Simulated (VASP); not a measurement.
Set up this calculation in VASP 6.6.1, as the native input.

| Item | Value |
| --- | --- |
| Task | single point |
| Functional | PBE |
| Potentials or basis | VASP PAW PBE potentials, release 64 (Co, Si, Ge_d) |
| Cutoff | 520 eV |
| k mesh | 6 × 6 × 4 |
| Occupations | gaussian, width 0.1 eV |
| Spin | collinear spin, ferromagnetic start |
| Starting moments | [3.0, 0.0, 0.0, 0.0, 0.0] μB |
| Dipole correction | no |
| Further INCAR settings | ALGO = Normal; EDIFF = 1e-06; NBANDS = 40 |

The structure of CoSiGe3 lies in POSCAR:

```
CoSiGe3
1.0
    3.5813805100      0.0000000000      0.0000000000
    0.0000000000      3.5813805100      0.0000000000
    0.0000000000      0.0000000000      6.2089256800
Co Si Ge
1 1 3
Direct
    0.0000000000      0.0000000000      0.5000000000
    0.5000000000      0.5000000000      0.0000000000
    0.5000000000      0.5000000000      0.2995324800
    0.5000000000      0.5000000000      0.7004675200
    0.0000000000      0.0000000000      0.0000000000
```

The cell was generated, and may not be a known phase.

The input as run:

INCAR

```
PREC     = Accurate       # precision mode
ENCUT    = 520            # plane-wave cutoff, eV
EDIFF    = 1E-6           # SCF threshold, eV
ISMEAR   = 0              # smearing method
SIGMA    = 0.1            # smearing width, eV
LREAL    = False          # projectors in reciprocal space
LASPH    = True           # aspherical terms in the spheres
NELM     = 150            # most SCF steps
ALGO     = Normal         # electronic algorithm
ISIF     = 2              # what is computed and relaxed
LWAVE    = False          # write WAVECAR
LCHARG   = True           # write CHGCAR
ISPIN    = 2              # spin polarisation
MAGMOM   = 3 0 0 0 0      # initial moments
LORBIT   = 11             # projections on sites
LMAXMIX  = 4              # l up to which the mixer works
GGA      = PE             # functional
LELF     = True           # ELF
LVHAR    = True         
NBANDS   = 40             # bands
```

KPOINTS

```
regular mesh
0
Gamma
  6 6 4
```

Potentials or basis: VASP PAW PBE potentials, release 64 (Co, Si, Ge_d).

Run with:

```console
$ cat potpaw_PBE.64/Co/POTCAR potpaw_PBE.64/Si/POTCAR potpaw_PBE.64/Ge_d/POTCAR > POTCAR
$ mpirun -np 1 vasp_std > vasp.out
```

Results of the run:

```
Pressure                                              : 28.5 GPa
Largest force                                         : 12.978 eV/Å
Net moment                                            : 1.07 μB per cell
Site moments                                          : Co +1.14; Si -0.00; Ge -0.01, -0.00 (each value once) μB
Valence electrons inside the program's atomic spheres : Co 7.88; Si 2.02; Ge 12.63, 12.35 (each value once)
```

Caveat: the stress differs along the axes, from -3 to 92 GPa; forces of over 1 eV/Å act on the atoms, so gaps and moduli don't describe the material at rest.

It took 2.3 min on 1 thread of Intel(R) Xeon(R) Platinum 8559C (Emerald Rapids), with other jobs on the host, peak memory 0.3 GiB.
